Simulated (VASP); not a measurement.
# ScB2Sb3 (Cmmm) in VASP: a series of runs

ScB2Sb3 is run at these levels: PBE; tasks: single point, relaxation of cell and atoms.

Everything below comes from runs of VASP 6.6.1. Logs are shortened: lines on timing, memory, paths and dates and some standing lists are left out, and cuts for length are marked.

### Step 1. The cell of the first run

The structure is orthorhombic, space group Cmmm (No. 65). The conventional cell has a = 6.531 Å, b = 9.960 Å, c = 3.251 Å, α = 90.00°, β = 90.00°, γ = 90.00°. Within 3.7 Å of Sc (site symmetry mmm) lie 2 B at 2.83 Å and 2 Sc at 3.25 Å and 10 Sb at 3.27 to 3.39 Å. Within 2.9 Å of B (site symmetry m2m) lie 5 Sb at 2.15 to 2.33 Å and 1 Sc at 2.83 Å. Sb (site symmetry mmm) has 2 B at 2.15 Å within 2.8 Å. Sb (site symmetry 2/m) has 4 B at 2.33 Å within 3.1 Å.

The cell was generated, and may not be a known phase.

### Step 2. Single point, PBE

The input, INCAR:

```
SYSTEM = ScB2Sb3
ALGO = Normal ; EDIFF = 1E-7
ENCUT = 520 ; GGA = PE
ISIF = 2 ; ISMEAR = 0
LASPH = .True. ; LCHARG = .False.
LREAL = .False. ; LWAVE = .False.
NBANDS = 25 ; NELM = 60
PREC = Accurate ; SIGMA = 0.1
```

The input, KPOINTS:

```
k-points
0
Gamma
  4 4 6
  0 0 0
```

The input, POSCAR:

```
ScB2Sb3
1.0
    3.2657198000     -4.9799724600      0.0000000000
    3.2657198000      4.9799724600      0.0000000000
    0.0000000000      0.0000000000      3.2506871100
Sc B Sb
1 2 3
Direct
    0.5000000000      0.5000000000      0.0000000000
    0.2156325000      0.7843675000      0.0000000000
    0.7843675000      0.2156325000      0.0000000000
    0.0000000000      0.0000000000      0.0000000000
    0.5000000000      0.0000000000      0.5000000000
    0.0000000000      0.5000000000      0.5000000000
```

Potentials or basis: VASP PAW PBE potentials, release 64 (Sc_sv, B, Sb).

Started as:

```console
$ cat potpaw_PBE.64/Sc_sv/POTCAR potpaw_PBE.64/B/POTCAR potpaw_PBE.64/Sb/POTCAR > POTCAR
$ mpirun -np 1 vasp_std > vasp.out
```

OUTCAR:

```text
SYSTEM = ScB2Sb3
   EDIFF = 1E-7
   ENCUT = 520
   GGA = PE
   ISIF = 2
   ISMEAR = 0
   LASPH = .True.
   LREAL = .False.
   NELM = 60
   PREC = Accurate

 ion  position               nearest neighbor table
   1  0.500  0.500  0.000-   4 3.27   4 3.27   6 3.39   5 3.39   6 3.39   5 3.39   5 3.39   6 3.39
                             6 3.39   5 3.39
   2  0.216  0.784  0.000-   4 2.15   5 2.33   6 2.33   5 2.33   6 2.33
   3  0.784  0.216  0.000-   4 2.15   5 2.33   6 2.33   5 2.33   6 2.33
   4  0.000  0.000  0.000-   2 2.15   3 2.15   1 3.27   1 3.27   6 3.39   5 3.39   6 3.39   6 3.39
                             6 3.39   5 3.39   5 3.39   5 3.39
   5  0.500  0.000  0.500-   2 2.33   3 2.33   2 2.33   3 2.33   6 3.27   6 3.27   4 3.39   1 3.39
                             4 3.39   1 3.39   1 3.39   4 3.39   4 3.39   1 3.39
   6  0.000  0.500  0.500-   2 2.33   3 2.33   2 2.33   3 2.33   5 3.27   5 3.27   4 3.39   1 3.39
                             4 3.39   4 3.39   4 3.39   1 3.39   1 3.39   1 3.39

  LATTYP: Found a base centered orthorhombic cell.
 ALAT       =     6.5314396000
 B/A-ratio  =     1.5249233752
 C/A-ratio  =     0.4976984109

  Lattice vectors:

 A1 = (   3.2657198000,  -4.9799724600,   0.0000000000)
 A2 = (   3.2657198000,   4.9799724600,   0.0000000000)
 A3 = (   0.0000000000,   0.0000000000,   3.2506871100)

Analysis of symmetry for initial positions (statically):
=====================================================================
 Subroutine PRICEL returns:
 Original cell was already a primitive cell.

 Routine SETGRP: Setting up the symmetry group for a
 base centered orthorhombic supercell.

 Subroutine GETGRP returns: Found  8 space group operations
 (whereof  8 operations were pure point group operations)
 out of a pool of  8 trial point group operations.

The static configuration has the point symmetry D_2h.

Analysis of symmetry for dynamics (positions and initial velocities):
=====================================================================
 Subroutine PRICEL returns:
 Original cell was already a primitive cell.

 Routine SETGRP: Setting up the symmetry group for a
 base centered orthorhombic supercell.

 Subroutine GETGRP returns: Found  8 space group operations
 (whereof  8 operations were pure point group operations)
 out of a pool of  8 trial point group operations.

The dynamic configuration has the point symmetry D_2h.

 Subroutine INISYM returns: Found  8 space group operations
 (whereof  8 operations are pure point group operations),
 and found     1 'primitive' translations

----------------------------------------------------------------------------------------

                                     Primitive cell

  volume of cell :     105.7331

  direct lattice vectors                    reciprocal lattice vectors
     3.265719800 -4.979972460  0.000000000     0.153105603 -0.100402162  0.000000000
     3.265719800  4.979972460  0.000000000     0.153105603  0.100402162  0.000000000
     0.000000000  0.000000000  3.250687110     0.000000000  0.000000000  0.307627270

  length of vectors
     5.955254110  5.955254110  3.250687110     0.183089923  0.183089923  0.307627270

  position of ions in fractional coordinates (direct lattice)
     0.500000000  0.500000000  0.000000000
     0.215632500  0.784367500  0.000000000
     0.784367500  0.215632500  0.000000000
     0.000000000  0.000000000  0.000000000
     0.500000000  1.000000000  0.500000000
     1.000000000  0.500000000  0.500000000

  ion indices of the primitive-cell ions
   primitive index   ion index
                 1           1
                 2           2
                 3           3
                 4           4
                 5           5
                 6           6

----------------------------------------------------------------------------------------

 KPOINTS: k-points

Automatic generation of k-mesh.
 Grid dimensions read from file:
 generate k-points for:    4    4    6

 Generating k-lattice:

  Cartesian coordinates                     Fractional coordinates (reciprocal lattice)
     0.038276401 -0.025100540  0.000000000     0.250000000 -0.000000000  0.000000000
     0.038276401  0.025100540  0.000000000    -0.000000000  0.250000000  0.000000000
     0.000000000  0.000000000  0.051271212     0.000000000  0.000000000  0.166666667

  Length of vectors
     0.045772481  0.045772481  0.051271212

  Shift w.r.t. Gamma in fractional coordinates (k-lattice)
     0.000000000  0.000000000  0.000000000

 Subroutine IBZKPT returns following result:
 ===========================================

 Found     28 irreducible k-points:

 Following reciprocal coordinates:
            Coordinates               Weight
  0.000000  0.000000  0.000000      1.000000
  0.250000 -0.000000  0.000000      4.000000
  0.500000 -0.000000  0.000000      2.000000
  0.250000  0.250000  0.000000      2.000000
  0.500000  0.250000  0.000000      4.000000
 -0.250000  0.250000  0.000000      2.000000
[... 16 lines left out ...]
  0.250000 -0.000000  0.500000      4.000000
  0.500000 -0.000000  0.500000      2.000000
 [... further k-points ...]
   k-points           NKPTS =     28   k-points in BZ     NKDIM =     28   number of bands    NBANDS=     25
   number of dos      NEDOS =    301   number of ions     NIONS =      6
   total plane-waves  NPLWV =  55296
   dimension x,y,z NGX =    48 NGY =   48 NGZ =   24
   dimension x,y,z NGXF=    96 NGYF=   96 NGZF=   48
   ions per type =               1   2   3
   NGX,Y,Z   is equivalent  to a cutoff of  13.40, 13.40, 12.27 a.u.
   NGXF,Y,Z  is equivalent  to a cutoff of  26.80, 26.80, 24.55 a.u.
 SYSTEM =  ScB2Sb3
   PREC   = accura    normal or accurate (medium, high low for compatibility)
   ISTART =      0    job   : 0-new  1-cont  2-samecut
   ICHARG =      2    charge: 1-file 2-atom 10-const
   ISPIN  =      1    spin polarized calculation?
   LNONCOLLINEAR =      F non collinear calculations
   LSORBIT =      F    spin-orbit coupling
   LASPH  =      T    aspherical Exc in radial PAW
   ENCUT  =  520.0 eV  38.22 Ry    6.18 a.u.  11.07 11.07  6.04*2*pi/ulx,y,z
   NELM   =     60;   NELMIN=  2; NELMDL= -5     # of ELM steps
   EDIFF  = 0.1E-06   stopping-criterion for ELM
   LREAL  =      F    real-space projection
   EDIFFG = 0.1E-05   stopping-criterion for IOM
   NSW    =      0    number of steps for IOM
   IBRION =     -1    ionic relax: 0-MD 1-quasi-New 2-CG
   NFREE  =      0    steps in history (QN), initial steepest desc. (CG)
   ISIF   =      2    stress and relaxation
   ISYM   =      2    0-nonsym 1-usesym 2-fastsym
   POTIM  = 0.5000    time-step for ionic-motion
   TEBEG  =    0.0;   TEEND  =   0.0 temperature during run
   PSTRESS=    0.0 pullay stress
   NELECT =      32.0000    total number of electrons
   NUPDOWN=      -1.0000    fix difference up-down
   EMIN   =  10.00;   EMAX   =-10.00  energy-range for DOS
   EFERMI =   0.00;   METHOD = LEGACY
   ISMEAR =     0;   SIGMA  =   0.10  broadening in eV -4-tet -1-fermi 0-gaus
   EFERMI_NEDOS =   21; number of points for ismear=-14 and -15
   IALGO  =     38    algorithm
   IMIX   =      4    mixing-type and parameters
     AMIX     =   0.40;   BMIX     =  1.00
     AMIX_MAG =   1.60;   BMIX_MAG =  1.00
  volume/ion in A,a.u.               =      17.62       118.92
  Fermi-wavevector in a.u.,A,eV,Ry     =   1.099144  2.077080 16.437428  1.208117
  Thomas-Fermi vector in A             =   2.235533
   LORBIT       =      0    0 simple, 1 ext, 2 COOP (PROOUT), +10 PAW based schemes
   GGA     = PE    functional components
   LHFCALC =     F    Hartree Fock is set to
   AEXX    =    0.0000 exact exchange contribution
   IVDW    =     0    specifies the selected vdW correction
   LEPSILON=     F    determine dielectric tensor
   LRPA    =     F    only Hartree local field effects (RPA)
 non-spin polarized calculation
 Gauss-broadening in eV      SIGMA  =   0.10
  energy-cutoff  :      520.00
  volume of cell :      105.73
 maximum number of plane-waves:      2864
 NGX is ok and might be reduce to    48
   NGX = 23   NGY = 23   NGZ = 13

 number of electron      32.0000001 magnetization

 Free energy of the ion-electron system (eV)
  ---------------------------------------------------
  ext. energy  EPLUGINS =         0.00000000
  ---------------------------------------------------
  free energy    TOTEN  =       -27.69673657 eV

  energy without entropy =      -27.67905891  energy(sigma->0) =      -27.68789774

 E-fermi :   8.8326     XC(G=0): -10.8611

 val. band max:        8.8210728389   @ k =   0.2500  -0.0000   0.0000
 cond. band min:       8.8425141362   @ k =   0.2500  -0.0000   0.3333
 fundamental gap:      0.0214412973
 Fermi energy:         8.8326477365

 k-point     1 :       0.0000    0.0000    0.0000
  band No.  band energies     occupation
      1     -41.2784      2.00000
      2     -20.0072      2.00000
      3     -19.8822      2.00000
      4     -19.7097      2.00000
      5      -5.5537      2.00000
      6      -1.9577      2.00000
[... 17 lines left out ...]
     24      13.0870      0.00000
     25      13.3686      0.00000

 k-point     2 :       0.2500   -0.0000    0.0000
  band No.  band energies     occupation
      1     -41.2784      2.00000
      2     -20.0073      2.00000
      3     -19.8824      2.00000
      4     -19.7096      2.00000
      5      -5.2977      2.00000
      6      -3.1857      2.00000
[... 17 lines left out ...]
     24      13.0032      0.00000
     25      13.2011      0.00000

 k-point     3 :       0.5000   -0.0000    0.0000
  band No.  band energies     occupation
      1     -41.2784      2.00000
      2     -20.0073      2.00000
      3     -19.8826      2.00000
      4     -19.7096      2.00000
      5      -4.7669      2.00000
      6      -4.1595      2.00000
[... 552 lines left out ...]
 k-point    23 :       0.2500   -0.0000    0.5000
  band No.  band energies     occupation
      1     -41.2583      2.00000
      2     -19.9843      2.00000
      3     -19.9203      2.00000
      4     -19.8575      2.00000
      5      -2.1132      2.00000
      6      -1.8691      2.00000
[... 17 lines left out ...]
     24      12.3202      0.00000
     25      12.5044      0.00000

 k-point    24 :       0.5000   -0.0000    0.5000
  band No.  band energies     occupation
      1     -41.2583      2.00000
      2     -19.9843      2.00000
      3     -19.9203      2.00000
      4     -19.8578      2.00000
      5      -1.8072      2.00000
      6      -1.2374      2.00000
[... 17 lines left out ...]
     24      12.4031      0.00000
     25      12.8440      0.00000

 [... further k-points ...]
[... 5 lines left out ...]
  --------------------------------------------------------------------------------------
  -------------------------------------------------------------------------------------
  Total        7.2394735      9.7051207      9.7268678     -0.0000000      0.0000000      0.0000000
  in kB      109.6999773    147.0620109    147.3915450     -0.0000000      0.0000000      0.0000000
  external PRESSURE =     134.7178444 kB  Pullay stress =       0.0000000 kB

 VOLUME and BASIS-vectors are now :
 -----------------------------------------------------------------------------
  energy-cutoff  :      520.00
  volume of cell :      105.73
      direct lattice vectors                 reciprocal lattice vectors
     3.265719800 -4.979972460  0.000000000     0.153105603 -0.100402162  0.000000000
     3.265719800  4.979972460  0.000000000     0.153105603  0.100402162  0.000000000
     0.000000000  0.000000000  3.250687110     0.000000000  0.000000000  0.307627270

 POSITION                                       TOTAL-FORCE (eV/Angst)
 -----------------------------------------------------------------------------------
      3.26572      0.00000      0.00000         0.000000     -0.000000     -0.000000
      3.26572      2.83228      0.00000        -0.000000     -1.728353      0.000000
      3.26572     -2.83228      0.00000        -0.000000      1.728353     -0.000000
      0.00000      0.00000      0.00000        -0.000000     -0.000000     -0.000000
      1.63286     -2.48999      1.62534        -0.000000     -0.000000     -0.000000
      1.63286      2.48999      1.62534        -0.000000     -0.000000     -0.000000
 -----------------------------------------------------------------------------------
    total drift:                               -0.000000     -0.000000      0.000000

  FREE ENERGIE OF THE ION-ELECTRON SYSTEM (eV)
  ---------------------------------------------------
  free  energy   TOTEN  =       -27.6967365676 eV

  energy  without entropy=      -27.6790589068  energy(sigma->0) =      -27.68789774
```

Wall time 3.2 min (1 thread of Oxide Virtual Turin-like, shared host); peak memory 0.23 GiB.

What came out:

```
Free energy            : -27.6967 eV
Pressure               : 13.5 GPa
Largest force          : 1.728 eV/Å
Band gap on the k mesh : zero (bands 16 and 17 overlap by 1.92 eV)
```

Forces in eV/Å, atoms in the order of the input:
```
Sc   0.000  0.000  0.000
B    0.000 -1.728  0.000
B    0.000  1.728  0.000
Sb   0.000  0.000  0.000
Sb   0.000  0.000  0.000
Sb   0.000  0.000  0.000
```

Stress tensor (GPa, compression positive):
```
10.97  0.00  0.00
 0.00 14.71  0.00
 0.00  0.00 14.74
```

Levels at points of the mesh, in eV from the Fermi level:
```
           k point  band 12  band 13  band 14  band 15  band 16  band 17  band 18  band 19  band 20  band 21
(0.00, 0.00, 0.00)    -2.28    -1.67     0.21     0.34     0.83     1.43     1.52     2.15     2.35     2.35
(0.50, 0.00, 0.00)    -2.19    -1.46    -0.97    -0.68     0.60     0.65     1.57     2.00     2.35     3.21
(0.50, 0.50, 0.00)    -2.03    -2.00    -1.73    -0.45     0.23     0.67     1.24     1.81     2.40     3.36
(0.00, 0.00, 0.50)    -3.39    -2.71    -2.70    -2.31    -2.12     0.41     1.20     1.55     1.74     1.74
(0.50, 0.00, 0.50)    -2.90    -2.48    -2.39    -2.11    -1.52    -1.09    -0.29     0.72     1.56     2.06
(0.50, 0.50, 0.50)    -4.53    -3.21    -0.04     0.22     0.28     0.31     0.42     0.45     0.70     0.89
```

Caveat: the cell stands under pressure; spin-orbit coupling is left out, which moves the levels of the heavy elements; forces of over 1 eV/Å act on the atoms, so gaps and moduli don't describe the material at rest.

### Step 3. Single point, PBE

This run uses another cell than the first one, of 19.53 Å³/atom.

The input, INCAR:

```
SYSTEM = ScB2Sb3
  ALGO = Fast
  EDIFF = 1E-6
  ENCUT = 520
  GGA = PE
  ISIF = 2
  ISMEAR = 0
  LASPH = .True.
  LCHARG = .False.
  LREAL = .False.
  LWAVE = .False.
  NBANDS = 25
  NELM = 60
  PREC = Accurate
  SIGMA = 0.1
```

KPOINTS is that of step 2.

The input, POSCAR:

```
ScB2Sb3
1.0
    3.4197575511     -4.9190413411      0.0000000000
    3.4197575511      4.9190413411      0.0000000000
    0.0000000000      0.0000000000      3.4828594311
Sc B Sb
1 2 3
Direct
    0.5000000000      0.5000000000      0.0000000000
    0.2526329959      0.7473670041      0.0000000000
    0.7473670041      0.2526329959      0.0000000000
    0.0000000000      0.0000000000      0.0000000000
    0.5000000000      0.0000000000      0.5000000000
    0.0000000000      0.5000000000      0.5000000000
```

Potentials or basis: VASP PAW PBE potentials, release 64 (Sc_sv, B, Sb).

Started as:

```console
$ cat potpaw_PBE.64/Sc_sv/POTCAR potpaw_PBE.64/B/POTCAR potpaw_PBE.64/Sb/POTCAR > POTCAR
$ mpirun -np 1 vasp_std > vasp.out
```

Run time: 4.3 min. Hardware: 1 thread of Oxide Virtual Turin-like, shared host; peak memory 0.25 GiB.

The run converged. Its results:

- Free energy: -28.7054 eV
- Pressure: 0.1 GPa
- Band gap on the k mesh: zero (bands 16 and 17 overlap by 2.12 eV)

Forces in eV/Å, atoms in the order of the input:
```
Sc   0.000  0.000  0.000
B    0.000  0.002  0.000
B    0.000 -0.002  0.000
Sb   0.000  0.000  0.000
Sb   0.000  0.000  0.000
Sb   0.000  0.000  0.000
```

Stress tensor (GPa, compression positive):
```
-0.03  0.00  0.00
 0.00  0.13  0.00
 0.00  0.00  0.20
```

Levels at points of the mesh, in eV from the Fermi level:
```tsv
k point	band 14	band 15	band 16	band 17	band 18	band 19
(0.00, 0.00, 0.00)	-1.50	0.30	0.38	1.63	1.72	1.93
(0.50, 0.00, 0.00)	-1.21	-0.57	0.76	0.81	1.50	1.62
(0.50, 0.50, 0.00)	-1.55	-0.59	-0.33	0.36	0.79	1.27
(0.00, 0.00, 0.50)	-2.14	-2.03	-1.67	-0.31	1.05	1.05
(0.50, 0.00, 0.50)	-2.52	-2.23	-1.88	-1.05	0.38	0.85
(0.50, 0.50, 0.50)	-0.01	0.03	0.17	0.21	0.70	0.81
```

Caveat: spin-orbit coupling is left out, which moves the levels of the heavy elements.

(Continued in part 2 of 2.)

The gap in the log of VASP goes by the Fermi energy; the results here count the filled bands.